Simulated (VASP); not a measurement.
# Re (P6_3/mmc) in VASP: notebook, part 2 of 2

VASP 6.6.1. The steps go on from the part before.

**4. Single point, LDA**

INCAR

```
PREC     = Accurate       # precision mode
ENCUT    = 600            # plane-wave cutoff, eV
EDIFF    = 1E-6           # SCF threshold, eV
ISMEAR   = -1             # smearing method
SIGMA    = 0.1            # smearing width, eV
LREAL    = F              # projectors in reciprocal space
LASPH    = T              # aspherical terms in the spheres
NELM     = 120            # most SCF steps
ALGO     = Normal         # electronic algorithm
ISIF     = 2              # what is computed and relaxed
LWAVE    = F              # write WAVECAR
LCHARG   = F              # write CHGCAR
NBANDS   = 14             # bands
GGA_COMPAT= F
```

KPOINTS

```
Automatic mesh
0
Gamma
  5 5 3
```

POSCAR

```
Re
1.0
    2.7391880258      0.0000000000      0.0000000000
   -1.3695940129      2.3722064161      0.0000000000
    0.0000000000      0.0000000000      4.4118668232
Re
2
Direct
    0.3333333333      0.6666666667      0.2500000000
    0.6666666667      0.3333333333      0.7500000000
```

Potentials or basis: VASP PAW LDA potentials, release 64 (Re).

On the command line:

```console
$ cat potpaw_LDA.64/Re/POTCAR > POTCAR
$ mpirun -np 1 vasp_std > vasp.out
```

OUTCAR:

```text
PREC = Accurate
   ENCUT = 600
   EDIFF = 1E-6
   ISMEAR = -1
   LREAL = F
   LASPH = T
   NELM = 120
   ISIF = 2

 ion  position               nearest neighbor table
   1  0.333  0.667  0.250-   2 2.71   2 2.71   2 2.71   2 2.71   2 2.71   2 2.71
   2  0.667  0.333  0.750-   1 2.71   1 2.71   1 2.71   1 2.71   1 2.71   1 2.71

  LATTYP: Found a hexagonal cell.
 ALAT       =     2.7391880258
 C/A-ratio  =     1.6106476743

  Lattice vectors:

 A1 = (   2.7391880258,   0.0000000000,   0.0000000000)
 A2 = (  -1.3695940129,   2.3722064161,   0.0000000000)
 A3 = (   0.0000000000,   0.0000000000,   4.4118668232)

Analysis of symmetry for initial positions (statically):
=====================================================================
 Subroutine PRICEL returns:
 Original cell was already a primitive cell.

 Routine SETGRP: Setting up the symmetry group for a
 hexagonal supercell.

 Subroutine GETGRP returns: Found 24 space group operations
 (whereof 12 operations were pure point group operations)
 out of a pool of 24 trial point group operations.

The static configuration has the point symmetry D_3d.
 The point group associated with its full space group is D_6h.

Analysis of symmetry for dynamics (positions and initial velocities):
=====================================================================
 Subroutine PRICEL returns:
 Original cell was already a primitive cell.

 Routine SETGRP: Setting up the symmetry group for a
 hexagonal supercell.

 Subroutine GETGRP returns: Found 24 space group operations
 (whereof 12 operations were pure point group operations)
 out of a pool of 24 trial point group operations.

The dynamic configuration has the point symmetry D_3d.
 The point group associated with its full space group is D_6h.

 Subroutine INISYM returns: Found 24 space group operations
 (whereof 12 operations are pure point group operations),
 and found     1 'primitive' translations

----------------------------------------------------------------------------------------

                                     Primitive cell

  volume of cell :      28.6680

  direct lattice vectors                    reciprocal lattice vectors
     2.739188026  0.000000000  0.000000000     0.365071689  0.210774238  0.000000000
    -1.369594013  2.372206416  0.000000000     0.000000000  0.421548476  0.000000000
     0.000000000  0.000000000  4.411866823     0.000000000  0.000000000  0.226661420

  length of vectors
     2.739188026  2.739188026  4.411866823     0.421548476  0.421548476  0.226661420

  position of ions in fractional coordinates (direct lattice)
     0.333333333  0.666666667  0.250000000
     0.666666667  0.333333333  0.750000000

  ion indices of the primitive-cell ions
   primitive index   ion index
                 1           1
                 2           2

----------------------------------------------------------------------------------------

 KPOINTS: Automatic mesh

Automatic generation of k-mesh.
 Grid dimensions read from file:
 generate k-points for:    5    5    3

 Generating k-lattice:

  Cartesian coordinates                     Fractional coordinates (reciprocal lattice)
     0.073014338  0.042154848  0.000000000     0.200000000  0.000000000  0.000000000
     0.000000000  0.084309695  0.000000000     0.000000000  0.200000000  0.000000000
     0.000000000  0.000000000  0.075553807     0.000000000  0.000000000  0.333333333

  Length of vectors
[... 24 lines left out ...]
   total plane-waves  NPLWV =  20736
   dimension x,y,z NGX =    24 NGY =   24 NGZ =   36
   dimension x,y,z NGXF=    48 NGYF=   48 NGZF=   72
   ions per type =               2
   NGX,Y,Z   is equivalent  to a cutoff of  14.57, 14.57, 13.57 a.u.
   NGXF,Y,Z  is equivalent  to a cutoff of  29.13, 29.13, 27.13 a.u.
 SYSTEM =  unknown system
   PREC   = accura    normal or accurate (medium, high low for compatibility)
   ISTART =      0    job   : 0-new  1-cont  2-samecut
   ICHARG =      2    charge: 1-file 2-atom 10-const
   ISPIN  =      1    spin polarized calculation?
   LNONCOLLINEAR =      F non collinear calculations
   LSORBIT =      F    spin-orbit coupling
   LASPH  =      T    aspherical Exc in radial PAW
   ENCUT  =  600.0 eV  44.10 Ry    6.64 a.u.   5.47  5.47  8.81*2*pi/ulx,y,z
   NELM   =    120;   NELMIN=  2; NELMDL= -5     # of ELM steps
   EDIFF  = 0.1E-05   stopping-criterion for ELM
   LREAL  =      F    real-space projection
   EDIFFG = 0.1E-04   stopping-criterion for IOM
   NSW    =      0    number of steps for IOM
   IBRION =     -1    ionic relax: 0-MD 1-quasi-New 2-CG
   NFREE  =      0    steps in history (QN), initial steepest desc. (CG)
   ISIF   =      2    stress and relaxation
   ISYM   =      2    0-nonsym 1-usesym 2-fastsym
   POTIM  = 0.5000    time-step for ionic-motion
   TEBEG  =    0.0;   TEEND  =   0.0 temperature during run
   PSTRESS=    0.0 pullay stress
   NELECT =      14.0000    total number of electrons
   NUPDOWN=      -1.0000    fix difference up-down
   EMIN   =  10.00;   EMAX   =-10.00  energy-range for DOS
   EFERMI =   0.00;   METHOD = LEGACY
   ISMEAR =    -1;   SIGMA  =   0.10  broadening in eV -4-tet -1-fermi 0-gaus
   EFERMI_NEDOS =   21; number of points for ismear=-14 and -15
   IALGO  =     38    algorithm
   IMIX   =      4    mixing-type and parameters
     AMIX     =   0.40;   BMIX     =  1.00
     AMIX_MAG =   1.60;   BMIX_MAG =  1.00
  volume/ion in A,a.u.               =      14.33        96.73
  Fermi-wavevector in a.u.,A,eV,Ry     =   1.289195  2.436225 22.613205  1.662024
  Thomas-Fermi vector in A             =   2.421103
   LORBIT       =      0    0 simple, 1 ext, 2 COOP (PROOUT), +10 PAW based schemes
   GGA     = CA    functional components
   LHFCALC =     F    Hartree Fock is set to
   AEXX    =    0.0000 exact exchange contribution
   IVDW    =     0    specifies the selected vdW correction
   LEPSILON=     F    determine dielectric tensor
   LRPA    =     F    only Hartree local field effects (RPA)
 non-spin polarized calculation
  energy-cutoff  :      600.00
  volume of cell :       28.67
 maximum number of plane-waves:       977
 NGX is ok and might be reduce to    24
   NGX = 11   NGY = 11   NGZ = 17

 number of electron      14.0000000 magnetization

 Free energy of the ion-electron system (eV)
  ---------------------------------------------------
  ext. energy  EPLUGINS =         0.00000000
  ---------------------------------------------------
  free energy    TOTEN  =       -27.62347794 eV

  energy without entropy =      -27.57278884  energy(sigma->0) =      -27.59813339

 E-fermi :   8.1960     XC(G=0): -13.9764

 val. band max:        8.1548235312   @ k =   0.2000  -0.0000   0.0000
 cond. band min:       8.3376152773   @ k =   0.4000   0.2000   0.3333
 fundamental gap:      0.1827917461
 Fermi energy:         8.1960356059

 k-point     1 :       0.0000    0.0000    0.0000
  band No.  band energies     occupation
      1      -1.7986      2.00000
      2       1.3779      2.00000
      3       6.5101      2.00000
      4       6.5101      2.00000
      5       6.5681      2.00000
      6       7.3928      1.99935
      7       7.3928      1.99935
      8       8.3547      0.33965
      9       8.3547      0.33965
     10       9.0166      0.00055
     11      11.6852      0.00000
     12      11.6852      0.00000
     13      18.6141      0.00000
     14      22.3887      0.00000
[... 139 lines left out ...]
      1       2.3750      2.00000
      2       3.4406      2.00000
      3       3.9565      2.00000
      4       4.9429      2.00000
      5       5.3325      2.00000
      6       7.1212      1.99996
      7       8.3376      0.39064
      8       9.5882      0.00000
      9      11.5195      0.00000
     10      12.4201      0.00000
     11      15.6467      0.00000
     12      15.9859      0.00000
     13      19.3826      0.00000
     14      19.7400      0.00000

------------------------ aborting loop because EDIFF is reached ----------------------------------------

  FORCE on cell =-STRESS in cart. coord.  units (eV):
  Direction    XX          YY          ZZ          XY          YZ          ZX
  --------------------------------------------------------------------------------------
  -------------------------------------------------------------------------------------
  Total        0.3767862      0.3767862     -0.9248570     -0.0000000     -0.0000000      0.0000000
  in kB       21.0575977     21.0575977    -51.6878500     -0.0000000     -0.0000000      0.0000000
  external PRESSURE =      -3.1908849 kB  Pullay stress =       0.0000000 kB

 VOLUME and BASIS-vectors are now :
 -----------------------------------------------------------------------------
  energy-cutoff  :      600.00
  volume of cell :       28.67
      direct lattice vectors                 reciprocal lattice vectors
     2.739188026  0.000000000  0.000000000     0.365071689  0.210774238  0.000000000
    -1.369594013  2.372206416  0.000000000     0.000000000  0.421548476  0.000000000
     0.000000000  0.000000000  4.411866823     0.000000000  0.000000000  0.226661420

 POSITION                                       TOTAL-FORCE (eV/Angst)
 -----------------------------------------------------------------------------------
     -0.00000      1.58147      1.10297         0.000000     -0.000000      0.000000
      1.36959      0.79074      3.30890        -0.000000      0.000000      0.000000
 -----------------------------------------------------------------------------------
    total drift:                               -0.000000      0.000000     -0.000000

  FREE ENERGIE OF THE ION-ELECTRON SYSTEM (eV)
  ---------------------------------------------------
  free  energy   TOTEN  =       -27.6234779373 eV

  energy  without entropy=      -27.5727888365  energy(sigma->0) =      -27.59813339
```

Wall time 5.9 s (1 thread of Intel Xeon 6975P-C, shared host); peak memory 0.14 GiB.

Results:

* Free energy: -27.6235 eV
* Pressure: -0.3 GPa
* Band gap on the k mesh: zero (band 7 reaches 8.86 eV, above the bottom of band 8 at 6.74 eV)

Stress tensor (GPa, compression positive):
```
 2.11  0.00  0.00
 0.00  2.11  0.00
 0.00  0.00 -5.17
```

Caveat: the k points lie up to 0.53 Å⁻¹ apart; spin-orbit coupling is left out, which moves the levels of the heavy elements.

**5. Single point, LDA**

INCAR

```
SYSTEM = Re
PREC     = Accurate       ! precision mode
ENCUT    = 600            ! plane-wave cutoff, eV
EDIFF    = 1E-6           ! SCF threshold, eV
ISMEAR   = -1             ! smearing method
SIGMA    = 0.1            ! smearing width, eV
LREAL    = .FALSE.        ! projectors in reciprocal space
LASPH    = .TRUE.         ! aspherical terms in the spheres
NELM     = 120            ! most SCF steps
ALGO     = Normal         ! electronic algorithm
ISIF     = 2              ! what is computed and relaxed
LWAVE    = .FALSE.        ! write WAVECAR
LCHARG   = .FALSE.        ! write CHGCAR
NBANDS   = 14             ! bands
GGA_COMPAT= .FALSE.
```

KPOINTS

```
regular mesh
0
G
  6 6 4
  0 0 0
```

POSCAR is that of step 4.

On the command line:

```console
$ cat potpaw_LDA.64/Re/POTCAR > POTCAR
$ mpirun -np 1 vasp_std > vasp.out
```

It took 8.2 s on 1 thread of Intel Xeon 6975P-C, shared host; peak memory 0.14 GiB.

The run converged. Its results:

| Item | Value |
| --- | --- |
| Free energy | -27.5549 eV |
| Pressure | 2.5 GPa |
| Band gap on the k mesh | zero (band 7 reaches 9.43 eV, above the bottom of band 8 at 6.36 eV) |

Stress tensor (GPa, compression positive):
```
1.61 0.00 0.00
0.00 1.61 0.00
0.00 0.00 4.31
```

Levels at points of the mesh, in eV from the Fermi level:
```csv
k point,band 3,band 4,band 5,band 6,band 7,band 8,band 9,band 10,band 11,band 12
"(0.00, 0.00, 0.00)",-1.64,-1.64,-1.61,-0.76,-0.76,0.16,0.16,0.87,3.49,3.49
"(0.50, 0.00, 0.00)",-5.40,-2.04,-1.64,-1.35,-0.56,4.12,4.58,4.69,6.35,7.39
"(0.00, 0.00, 0.50)",-2.39,-2.39,-1.79,-1.79,-1.79,-1.79,2.65,2.65,2.65,2.65
"(0.50, 0.00, 0.50)",-4.21,-4.21,0.40,0.40,1.10,1.10,4.45,4.45,5.01,5.01
```

Caveat: the k points lie up to 0.44 Å⁻¹ apart; spin-orbit coupling is left out, which moves the levels of the heavy elements.

**6. Summary**

| k mesh | gap on the mesh (eV) | pressure (GPa) |
| --- | --- | --- |
| 3 × 3 × 2 | none | 12.9 |
| 5 × 5 × 3 | none | -0.3 |
| 6 × 6 × 4 | none | 2.5 |

Alike in all rows: task single point; level LDA; potentials or basis VASP PAW LDA potentials, release 64 (Re); no spin polarisation; cell as given; cutoff (eV) 600; smearing fermi-dirac 0.1 eV.

Caveats: all runs use coarse meshes; spin-orbit coupling is left out, which moves the levels of the heavy elements.

Total energies depend on the potentials used, so only differences within one code and one set of settings carry meaning.
